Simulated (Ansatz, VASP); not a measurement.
MgS in VASP and in Ansatz

Contents of INCAR:

```
ALGO     = Normal         # electronic algorithm
EDIFF    = 1E-8           # SCF threshold, eV
ENCUT    = 520            # plane-wave cutoff, eV
GGA      = PE             # functional
ISIF     = 2              # what is computed and relaxed
ISMEAR   = -1             # smearing method
LASPH    = True           # aspherical terms in the spheres
LCHARG   = False          # write CHGCAR
LEFG     = True         
LREAL    = False          # projectors in reciprocal space
LWAVE    = False          # write WAVECAR
NBANDS   = 11             # bands
NELM     = 60             # most SCF steps
PREC     = Accurate       # precision mode
SIGMA    = 0.01           # smearing width, eV
```

The input KPOINTS:

```
k-points
0
Gamma
  8 8 8
```

File POSCAR:

```
MgS
1.0
    0.0000000000      2.5664882573      2.5664882573
    2.5664882573      0.0000000000      2.5664882573
    2.5664882573      2.5664882573      0.0000000000
Mg S
1 1
Direct
    0.0000000000      0.0000000000      0.0000000000
    0.5000000000      0.5000000000      0.5000000000
```

Input for Ansatz:

```yaml
crystal:
  lattice:
    - [0.0, 2.5664882573, 2.5664882573]
    - [2.5664882573, 0.0, 2.5664882573]
    - [2.5664882573, 2.5664882573, 0.0]
  atoms:
    - { symbol: Mg, position: [0.0, 0.0, 0.0] }
    - { symbol: S, position: [0.5, 0.5, 0.5] }
kpoints:
  mp_grid: { grid: [8, 8, 8] }
scf:
  occupations: { method: fermi_dirac, width: 0.01 }
hamiltonian:
  xc: pbe
  pseudopotentials: { kind: all_electron, datasets: crystal }
output:
  forces: true
  stress: true
  eigenvalues: true
  efg: { contact_densities: true }
```

Change from the starting cell: volume scaled by 0.96, crystal datasets.

Alike in both runs: task electric field gradients; functional PBE; k mesh 8 × 8 × 8; occupations fermi-dirac, width 0.01 eV; no spin polarisation.

|  | VASP | Ansatz |
| --- | --- | --- |
| version | VASP 6.6.1 | Ansatz 0.2.0 |
| potentials or method | VASP PAW PBE potentials, release 64 (Mg, S), cutoff 520 eV | all-electron PAW with datasets made for the crystal, scalar-relativistic |

|  | VASP | Ansatz | Ansatz less VASP |
| --- | --- | --- | --- |
| gap on the k mesh at the Fermi level (eV) | 2.86 | 2.87 | +0.009 |
| pressure (GPa) | 4.3 | 4.6 | +0.30 |

Ansatz ran all-electron here, and VASP with PAW potentials.
